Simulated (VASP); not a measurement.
# TiC (I4/mmm) in VASP: notebook, part 2 of 2

VASP 6.6.1. Earlier steps stand in the parts before.

## Step 6: Single point, LDA

This run uses another cell than the first one, of the same volume but with other edges.

Input file INCAR:

```
ALGO = Normal
EDIFF = 1E-6
ENCUT = 520
GGA = CA
ISIF = 2
ISMEAR = 0
LASPH = T
LCHARG = T
LELF = T
LREAL = F
LVHAR = T
LWAVE = F
NBANDS = 15
NELM = 100
PREC = Accurate
SIGMA = 0.15
```

Input file KPOINTS:

```
k-points
0
Gamma
  20 20 20
```

Input file POSCAR:

```
TiC
1.0
    0.0000000000      1.8904281257      2.8356421885
    1.8904281257      0.0000000000      2.8356421885
    1.8904281257      1.8904281257      0.0000000000
Ti C
1 1
Direct
    0.0000000000      0.0000000000      0.0000000000
    0.5000000000      0.5000000000      0.5000000000
```

Potentials or basis: VASP PAW LDA potentials, release 64 (Ti_sv, C).

Launch:

```
$ cat potpaw_LDA.64/Ti_sv/POTCAR potpaw_LDA.64/C/POTCAR > POTCAR
$ mpirun -np 1 vasp_std > vasp.out
```

OUTCAR:

```text
EDIFF = 1E-6
   ENCUT = 520
   GGA = CA
   ISIF = 2
   ISMEAR = 0
   LASPH = T
   LREAL = F
   NELM = 100
   PREC = Accurate

 ion  position               nearest neighbor table
   1  0.000  0.000  0.000-   2 1.89   2 1.89   2 1.89   2 1.89
   2  0.500  0.500  0.500-   1 1.89   1 1.89   1 1.89   1 1.89

  LATTYP: Found a body centered tetragonal cell.
 ALAT       =     2.6734690941
 C/A-ratio  =     2.1213203435

  Lattice vectors:

 A1 = (  -1.8904281257,   0.0000000000,   2.8356421885)
 A2 = (   1.8904281257,   0.0000000000,   2.8356421885)
 A3 = (   0.0000000000,   1.8904281257,  -2.8356421885)

Analysis of symmetry for initial positions (statically):
=====================================================================
 Subroutine PRICEL returns:
 Original cell was already a primitive cell.

 Routine SETGRP: Setting up the symmetry group for a
 body centered tetragonal supercell.

 Subroutine GETGRP returns: Found 16 space group operations
 (whereof 16 operations were pure point group operations)
 out of a pool of 16 trial point group operations.

The static configuration has the point symmetry D_4h.

Analysis of symmetry for dynamics (positions and initial velocities):
=====================================================================
 Subroutine PRICEL returns:
 Original cell was already a primitive cell.

 Routine SETGRP: Setting up the symmetry group for a
 body centered tetragonal supercell.

 Subroutine GETGRP returns: Found 16 space group operations
 (whereof 16 operations were pure point group operations)
 out of a pool of 16 trial point group operations.

The dynamic configuration has the point symmetry D_4h.

 Subroutine INISYM returns: Found 16 space group operations
 (whereof 16 operations are pure point group operations),
 and found     1 'primitive' translations

----------------------------------------------------------------------------------------

                                     Primitive cell

[... 114 lines left out ...]
   LORBIT       =      0    0 simple, 1 ext, 2 COOP (PROOUT), +10 PAW based schemes
   GGA     = CA    functional components
   LHFCALC =     F    Hartree Fock is set to
   AEXX    =    0.0000 exact exchange contribution
   IVDW    =     0    specifies the selected vdW correction
   LEPSILON=     F    determine dielectric tensor
   LRPA    =     F    only Hartree local field effects (RPA)
 non-spin polarized calculation
 Gauss-broadening in eV      SIGMA  =   0.15
  energy-cutoff  :      520.00
  volume of cell :       20.27
 maximum number of plane-waves:       560
 NGX is ok and might be reduce to    28

 number of electron      16.0000002 magnetization

 Free energy of the ion-electron system (eV)
  ---------------------------------------------------
  ext. energy  EPLUGINS =         0.00000000
  ---------------------------------------------------
  free energy    TOTEN  =       -18.18175368 eV

  energy without entropy =      -18.17805425  energy(sigma->0) =      -18.17990397

 E-fermi :   9.2327     XC(G=0): -12.6941

 val. band max:        9.2215672929   @ k =  -0.4500   0.1000   0.4500
 cond. band min:       9.2344372921   @ k =  -0.1500   0.1000   0.0500
 fundamental gap:      0.0128699993
 Fermi energy:         9.2327010531

 k-point     1 :       0.0000    0.0000    0.0000
  band No.  band energies     occupation
      1     -46.2353      2.00000
      2     -23.0246      2.00000
      3     -22.4342      2.00000
      4     -22.4342      2.00000
      5      -3.0107      2.00000
      6       7.9015      2.00000
      7       8.1102      2.00000
      8       9.4332      0.05866
      9      11.4822      0.00000
     10      11.4822      0.00000
     11      11.6909      0.00000
     12      11.6909      0.00000
     13      12.4528      0.00000
     14      21.4005      0.00000
[... 401 lines left out ...]
      2     -23.3846      2.00000
      3     -23.0060      2.00000
      4     -22.3022      2.00000
      5       0.3912      2.00000
      6       4.3884      2.00000
      7       5.3531      2.00000
      8       6.0413      2.00000
      9      11.1038      0.00000
     10      12.3388      0.00000
     11      14.1453      0.00000
     12      15.4629      0.00000
     13      17.2196      0.00000
     14      21.0611      0.00000
     15      23.8200      0.00000

 [... further k-points ...]
[... 5 lines left out ...]
  --------------------------------------------------------------------------------------
  -------------------------------------------------------------------------------------
  Total       13.4379801     13.4379801     -4.4356304      0.0000000     -0.0000000     -0.0000000
  in kB     1062.2893095   1062.2893095   -350.6421880      0.0000000     -0.0000000     -0.0000000
  external PRESSURE =     591.3121437 kB  Pullay stress =       0.0000000 kB

 VOLUME and BASIS-vectors are now :
 -----------------------------------------------------------------------------
  energy-cutoff  :      520.00
  volume of cell :       20.27
      direct lattice vectors                 reciprocal lattice vectors
     0.000000000  1.890428126  2.835642189    -0.264490352  0.264490352  0.176326901
     1.890428126  0.000000000  2.835642189     0.264490352 -0.264490352  0.176326901
     1.890428126  1.890428126  0.000000000     0.264490352  0.264490352 -0.176326901

 POSITION                                       TOTAL-FORCE (eV/Angst)
 -----------------------------------------------------------------------------------
      0.00000      0.00000      0.00000         0.000000      0.000000      0.000000
      1.89043      1.89043      2.83564        -0.000000      0.000000      0.000000
 -----------------------------------------------------------------------------------
    total drift:                               -0.000000      0.000000      0.000000

  FREE ENERGIE OF THE ION-ELECTRON SYSTEM (eV)
  ---------------------------------------------------
  free  energy   TOTEN  =       -18.1817536833 eV

  energy  without entropy=      -18.1780542530  energy(sigma->0) =      -18.17990397
```

stdout:

```text
POSCAR found type information on POSCAR TiC
 POSCAR found :  2 types and       2 ions
 scaLAPACK will be used
 LDA part: xc-table for (Slater(with rela. corr.)+CA(PZ))
 , standard interpolation
 POSCAR, INCAR and KPOINTS ok, starting setup
 FFT: planning ... GRIDC
 FFT: planning ... GRID_SOFT
 FFT: planning ... GRID
 WAVECAR not read
 entering main loop
```

Run time: 3.1 min. Hardware: 1 thread of Intel Xeon 8259CL, shared host; peak memory 0.3 GiB.

What came out:

* Free energy: -18.1818 eV
* Pressure: 59.1 GPa
* Band gap on the k mesh: zero (bands 8 and 9 overlap by 2.70 eV)

Stress tensor (GPa, compression positive):
```
106.23   0.00   0.00
  0.00 106.23   0.00
  0.00   0.00 -35.06
```

Levels at points of the mesh, in eV from the Fermi level:
```csv
k point,band 5,band 6,band 7,band 8,band 9,band 10,band 11,band 12
"(0.00, 0.00, 0.00)",-12.24,-1.33,-1.12,0.20,2.25,2.25,2.46,2.46
"(0.50, 0.00, 0.00)",-7.81,-5.96,-4.22,-3.48,2.97,3.27,5.62,6.16
"(0.50, 0.50, 0.00)",-11.03,-4.98,-1.64,2.02,2.02,3.33,3.39,3.39
"(0.50, 0.00, 0.50)",-10.41,-1.43,-1.25,-0.14,-0.12,1.65,2.47,5.46
```

Caveat: the stress differs along the axes, from -35 to 106 GPa.

## Step 7: The runs side by side

| cell | gap on the mesh (eV) | pressure (GPa) |
| --- | --- | --- |
| a = 3.252, b = 3.252, c = 2.804 Å, angles 64.5, 64.5, 51.1°, 2 atoms | none | 19.5 |
| a = 3.023, b = 3.023, c = 3.147 Å, angles 58.6, 58.6, 62.7°, 2 atoms | none | -8.1 |
| a = 3.116, b = 3.116, c = 2.965 Å, angles 61.6, 61.6, 56.8°, 2 atoms | none | -7.2 |
| a = 2.980, b = 2.980, c = 3.533 Å, angles 53.6, 53.6, 72.7°, 2 atoms | none | 65.9 |
| a = 3.408, b = 3.408, c = 2.673 Å, angles 66.9, 66.9, 46.2°, 2 atoms | none | 59.1 |

Alike in all rows: task single point; level LDA; potentials or basis VASP PAW LDA potentials, release 64 (Ti_sv, C); no spin polarisation; k mesh 20 × 20 × 20; cutoff (eV) 520; smearing gaussian 0.15 eV.

Caveats: the stress differs along the axes, from -38 to 49 GPa (at least some runs); the stress differs along the axes, from -20 to 16 GPa (at least some runs); the stress differs along the axes, from -28 to 3 GPa (at least some runs); the stress differs along the axes, from -29 to 255 GPa (at least some runs); the stress differs along the axes, from -35 to 106 GPa (at least some runs).

Absolute energies hang on the potentials; compare differences alone.

The gap in the log of VASP goes by the Fermi energy; the results here count the filled bands.